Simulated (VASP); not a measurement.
Set up this calculation in VASP 6.6.1, as the native input.

- Task: relaxation of shape and atoms at fixed volume
- Functional: PBEsol
- Potentials or basis: VASP PAW PBE potentials, release 64 (Nb_sv, B)
- Cutoff: 600 eV
- k mesh: 18 × 18 × 12
- Occupations: gaussian, width 0.1 eV
- Spin: no spin polarisation
- Dipole correction: no
- Further INCAR settings: ALGO = Normal; EDIFF = 1e-06; IBRION = 2; EDIFFG = -0.01; NSW = 50; ISIF = 4

The structure of NbB2 lies in POSCAR:

```
NbB2
1.0
    3.0655107490      0.0000000000      0.0000000000
   -1.5327553745      2.6548101842      0.0000000000
    0.0000000000      0.0000000000      3.2530112013
Nb B
1 2
Direct
    0.0000000000      0.0000000000      0.0000000000
    0.3333333333      0.6666666667      0.5000000000
    0.6666666667      0.3333333333      0.5000000000
```

This cell differs from its parent crystal: volume scaled by 0.97.

One way to write it, as run:

INCAR

```
  PREC = Accurate
  ENCUT = 600
  EDIFF = 1E-6
  ISMEAR = 0
  SIGMA = 0.1
  LREAL = False
  LASPH = True
  NELM = 100
  ALGO = Normal
  ISIF = 4
  LWAVE = False
  LCHARG = False
  GGA = PS
  IBRION = 2
  NSW = 50
  EDIFFG = -0.01
```

KPOINTS

```
regular mesh
0
Gamma
  18 18 12
```

Potentials or basis: VASP PAW PBE potentials, release 64 (Nb_sv, B).

Command:

```sh
$ cat potpaw_PBE.64/Nb_sv/POTCAR potpaw_PBE.64/B/POTCAR > POTCAR
$ mpirun -np 1 vasp_std > vasp.out
```

It gave:

```
Energy gained by relaxing : 0.1 meV/atom
Ionic steps               : 2
Pressure after relaxing   : 9.5 GPa
```

Caveat: the PAW data sets were made with another functional, which shifts forces and pressure a little.

It took 62 s on 1 thread of Intel(R) Xeon(R) 6975P-C (Granite Rapids), on a shared host, peak memory 0.24 GiB.
